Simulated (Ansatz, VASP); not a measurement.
## One calculation of SrO, two programs

```xyz
2
Lattice="0.0260 2.5974 2.5974 2.5974 0.0260 2.5974 2.6234 2.6234 0.0000" Properties=species:S:1:pos:R:3 pbc="T T T"
Sr    0.0000    0.0000    0.0000
O     2.6234    2.6234    2.5974
```

Change from the starting cell: xy shear strain of +2 %.

Alike in both runs: task single point; functional PBE; k mesh 13 × 13 × 13; occupations fermi-dirac, width 0.03 eV; no spin polarisation.

|  | VASP | Ansatz |
| --- | --- | --- |
| version | VASP 6.6.1 | Ansatz 0.2.0 |
| potentials or method | VASP PAW PBE potentials, release 64 (Sr_sv, O), cutoff 520 eV | all-electron LAPW, scalar-relativistic |

|  | VASP | Ansatz | Ansatz less VASP |
| --- | --- | --- | --- |
| gap on the k mesh at the Fermi level (eV) | 3.28 | 3.33 | +0.044 |
| pressure (GPa) | 0.5 | 0.0 | -0.51 |
| traceless stress, the component that is largest in VASP (GPa) | -1.09 | -1.09 | -0.002 |

Ansatz ran all-electron here, and VASP with PAW potentials.
